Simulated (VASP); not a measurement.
Wanted: the native input for a VASP 6.6.1 run.

| Quantity | Value |
| --- | --- |
| Task | single point |
| Functional | PBEsol |
| Dispersion | D3(BJ) |
| Potentials or basis | VASP PAW PBE potentials, release 64 (Li_sv) |
| Cutoff | 520 eV |
| k mesh | 16 × 16 × 10 |
| Occupations | gaussian, width 0.15 eV |
| Spin | no spin polarisation |
| Dipole correction | no |
| Further INCAR settings | ALGO = Fast; EDIFF = 1e-06; NBANDS = 10 |

The structure of Li lies in POSCAR:

```
Li
1.0
    0.0000000000     -2.0954789853     -2.0954789853
    0.0000000000      2.0954789853     -2.0954789853
    4.1909579706      0.0000000000      0.0000000000
Li
2
Direct
    0.5507043978      0.4492956022      0.5000000000
   -0.0507043978      0.0507043978      0.0000000000
```

This cell differs from its parent crystal: mode 4 frozen in at -0.212 Å and mode 5 at +0.000 Å (largest displacements).

The input as run:

INCAR

```
PREC = Accurate
ENCUT = 520
EDIFF = 1E-6
ISMEAR = 0
SIGMA = 0.15
LREAL = False
LASPH = True
NELM = 80
ALGO = Fast
ISIF = 2
LWAVE = False
LCHARG = False
GGA = PS
IVDW = 12
NBANDS = 10
```

KPOINTS

```
Automatic mesh
0
Gamma
  16 16 10
```

Potentials or basis: VASP PAW PBE potentials, release 64 (Li_sv).

Command:

```sh
$ cat potpaw_PBE.64/Li_sv/POTCAR > POTCAR
$ mpirun -np 1 vasp_std > vasp.out
```

Results of the run:

- Largest force: 0.345 eV/Å
- Band gap on the k mesh: zero (band 3 reaches 4.30 eV, above the bottom of band 4 at -1.21 eV)
- Dispersion energy per atom: -0.165 eV

Caveat: the cell differs from its parent crystal (mode 4 frozen in at -0.212 Å and mode 5 at +0.000 Å (largest displacements)); the PAW data sets were made with another functional, which shifts forces and pressure a little.

It took 69 s on 1 thread of Intel(R) Xeon(R) Platinum 8488C (Sapphire Rapids) (shared host), peak memory 0.23 GiB.
